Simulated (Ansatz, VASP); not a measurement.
# MgTiN in VASP and in Ansatz

```
CELL_PARAMETERS angstrom
3.32537 0.00000 0.00000
-1.66269 2.87986 0.00000
0.00000 0.00000 5.26489
ATOMIC_POSITIONS crystal
Mg 0.00000 0.00000 0.00000
Ti 0.66667 0.33333 0.50000
N 0.33333 0.66667 0.50000
```

Change from the starting cell: species swapped into the GdPPt type (P-6m2, No. 187).

Alike in both runs: functional PBE; k mesh 18 × 18 × 10; occupations gaussian, width 0.1 eV; no spin polarisation.

Ansatz relaxed the structure, and its values are those at the end. VASP's run is a single point on that final structure, the one shown.

```csv
,VASP,Ansatz
version,VASP 6.6.1,Ansatz 0.2.0
potentials or method,"VASP PAW PBE potentials, release 64 (Mg, Ti_sv, N), cutoff 520 eV","scalar-relativistic, plane waves, PAW"
valence electrons in the cell,19,27
```

```tsv
	VASP	Ansatz	Ansatz less VASP
gap on the k mesh at the Fermi level (eV)	none	none	-
pressure (GPa)	0.1	0.0	-0.09
```

A gap of «none» marks a metal or a gap that the smearing closes. With one functional, cell and mesh, what is left measures potentials, basis and numerics. VASP's potentials hold 19 valence electrons a cell and Ansatz's 27, so a difference there can come from the potentials and not from the codes.
